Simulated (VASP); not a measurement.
Set up this calculation in VASP 6.6.1, as the native input.

```yaml
Task: single point
Functional: PBE
Potentials_or_basis: VASP PAW PBE potentials, release 64 (Te, Mo_sv)
Cutoff: 520 eV
k_mesh: 3 × 3 × 1
Occupations: fermi-dirac, width 0.1 eV
Spin: no spin polarisation
Dipole_correction: no
Further_INCAR_settings: ALGO = Normal; EDIFF = 1e-06; NBANDS = 35
```

The structure of Te2Mo lies in POSCAR:

```
Te2Mo
1.0
    3.5182000000      0.0000000000      0.0000000000
   -1.7591000000      3.0468505800      0.0000000000
    0.0000000000      0.0000000000     13.9736000000
Te Mo
4 2
Direct
    0.3333333333      0.6666666667      0.6210000000
    0.6666666667      0.3333333333      0.1210000000
    0.3333333333      0.6666666667      0.8790000000
    0.6666666667      0.3333333333      0.3790000000
    0.3333333333      0.6666666667      0.2500000000
    0.6666666667      0.3333333333      0.7500000000
```

These files were run (other wordings do the same):

INCAR

```
SYSTEM = Te2Mo
PREC = Accurate ; ENCUT = 520
EDIFF = 1E-6 ; ISMEAR = -1
SIGMA = 0.1 ; LREAL = .FALSE.
LASPH = .TRUE. ; NELM = 100
ALGO = Normal ; ISIF = 2
LWAVE = .FALSE. ; LCHARG = .TRUE.
GGA = PE ; LELF = .TRUE.
LVHAR = .TRUE. ; NBANDS = 35
```

KPOINTS

```
regular mesh
0
G
  3 3 1
  0 0 0
```

Potentials or basis: VASP PAW PBE potentials, release 64 (Te, Mo_sv).

Command:

```console
$ cat potpaw_PBE.64/Te/POTCAR potpaw_PBE.64/Mo_sv/POTCAR > POTCAR
$ mpirun -np 1 vasp_std > vasp.out
```

It gave:

```
Pressure               : 2.6 GPa
Largest force          : 0.104 eV/Å
Band gap on the k mesh : 1.00 eV
```

Caveat: the k points lie up to 0.69 Å⁻¹ apart; spin-orbit coupling is left out, which moves the levels of the heavy elements; this functional lacks dispersion, which binds layers or chains, so the pressure and a relaxed spacing across them are unreliable.

It took 58 s on 1 thread of Intel Xeon 8259CL, with other jobs on the host, peak memory 0.26 GiB.
